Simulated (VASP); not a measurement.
Here is a VASP 6.6.1 calculation.

The input POSCAR:

```
Ge
1.0
   -2.5744897190      2.5744897190      1.3764514536
    2.5744897190     -2.5744897190      1.3764514536
    2.5744897190      2.5744897190     -1.3764514536
Ge
2
Direct
    0.2500000000      0.7500000000      0.5000000000
    0.5000000000      0.5000000000      0.0000000000
```

Contents of INCAR.step1:

```
SYSTEM = Ge
PREC = Accurate ; ENCUT = 520
ISMEAR = 0 ; SIGMA = 0.15
LREAL = .FALSE. ; LASPH = .TRUE.
NELM = 80 ; NBANDS = 21
GGA = PE ; ALGO = Normal
EDIFF = 1E-4 ; LWAVE = .TRUE.
LCHARG = .FALSE.
```

The input INCAR.step2:

```
SYSTEM = Ge
PREC = Accurate ; ENCUT = 520
EDIFF = 1E-6 ; ISMEAR = 0
SIGMA = 0.15 ; LREAL = .FALSE.
LASPH = .TRUE. ; NELM = 80
ALGO = Normal ; ISIF = 2
LWAVE = .FALSE. ; LCHARG = .FALSE.
METAGGA = R2SCAN ; LMIXTAU = .TRUE.
NBANDS = 21 ; ISTART = 1
```

File KPOINTS:

```
regular mesh
0
G
  20 20 20
  0 0 0
```

Potentials or basis: VASP PAW PBE potentials, release 64 (Ge_d).

Run with:

```sh
$ cat potpaw_PBE.64/Ge_d/POTCAR > POTCAR
$ cp INCAR.step1 INCAR
$ mpirun -np 1 vasp_std > vasp.out
$ cp INCAR.step2 INCAR
$ mpirun -np 1 vasp_std > vasp.out
```

Question: Predict the pressure.

Answer: 1.7 GPa.

Question: Predict the band gap on the k mesh.

Answer: Zero (bands 14 and 15 overlap by 5.40 eV).

Stress tensor (GPa, compression positive):
```
0.91 0.00 0.00
0.00 0.91 0.00
0.00 0.00 3.21
```

Caveat: the cell differs from its parent crystal (strain +0.000 along x and y, -0.015 along z); the PAW data sets were made with another functional, which shifts forces and pressure a little.
